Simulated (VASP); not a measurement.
TlNC (Tl(NC)): single point with PBE

The system is TlNC (Tl(NC)), in a box.

```
Tl N C
1.0
     9.00000    0.00000    0.00000
     0.00000    9.00000    0.00000
     0.00000    0.00000   12.50000
Tl N C
1 1 1
Direct
  0.50000 0.50000 0.36000
  0.50000 0.50000 0.54422
  0.50000 0.50000 0.63980
```

* Program: VASP 6.6.1
* Task: single point
* Functional: PBE
* Potentials or basis: VASP PAW PBE potentials, release 64 (Tl_d, N, C)
* Cutoff: 520 eV
* k mesh: 1 × 1 × 1
* Occupations: gaussian, width 0.01 eV
* Spin: non-collinear spin, zero start, spin-orbit coupling
* Starting moments: [[0.0, 0.0, 0.0], [0.0, 0.0, 0.0], [0.0, 0.0, 0.0]] μB

| Item | Value |
| --- | --- |
| Largest force | 0.647 eV/Å |
| Net moment | 0.00 μB per cell |
| Valence electrons inside the program's atomic spheres | Tl 11.13; N 3.88; C 2.46 |

Forces on the atoms (eV/Å):
```
Tl   0.000  0.000  0.130
N    0.000  0.000  0.517
C    0.000  0.000 -0.647
```

Moments on the atoms (μB; x, y, z):
```
Tl  0.00 0.00 0.00
N   0.00 0.00 0.00
C   0.00 0.00 0.00
```

It took 11 min on 1 thread of AMD EPYC 7R13 (shared host), peak memory 2.5 GiB.
